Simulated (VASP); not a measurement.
Here is a VASP 6.6.1 calculation.

INCAR

```
  ALGO = Normal
  EDIFF = 1E-6
  ENCUT = 500
  GGA = PE
  GGA_COMPAT = False
  ISIF = 2
  ISMEAR = 0
  LASPH = True
  LCHARG = False
  LREAL = False
  LWAVE = False
  NBANDS = 45
  NELM = 120
  PREC = Accurate
  SIGMA = 0.1
```

Contents of KPOINTS:

```
k-points
0
Gamma
  5 4 24
```

Contents of POSCAR:

```
Ti
1.0
    6.8848400120      0.0000001343      0.0014700855
   -2.2949464705     10.2633135386     -0.0023651760
   -1.9121581497     -1.7108068097      1.4005866905
Ti
6
Direct
    0.3124050230      0.0311315625     -0.0000774354
    0.6457383563      0.6977982291     -0.0000774354
    0.9790716897      0.3644648958     -0.0000774354
    0.6875949770      0.9688684375      0.0000774354
    0.0209283103      0.6355351042      0.0000774354
    0.3542616437      0.3022017709      0.0000774354
```

Potentials or basis: VASP PAW PBE potentials, release 64 (Ti_sv).

The run is started by

```bash
$ cat potpaw_PBE.64/Ti_sv/POTCAR > POTCAR
$ mpirun -np 1 vasp_std > vasp.out
```

**Question.** What does it give for the band gap on the k mesh?

**Answer.** Zero (bands 36 and 37 overlap by 0.95 eV).

**Question.** Estimate the pressure.

**Answer.** 6.1 GPa.

Stress tensor (GPa, compression positive):
```
 4.36 -0.92  0.00
-0.92  4.58  0.01
 0.00  0.01  9.27
```

Caveat: the cell stands under pressure.
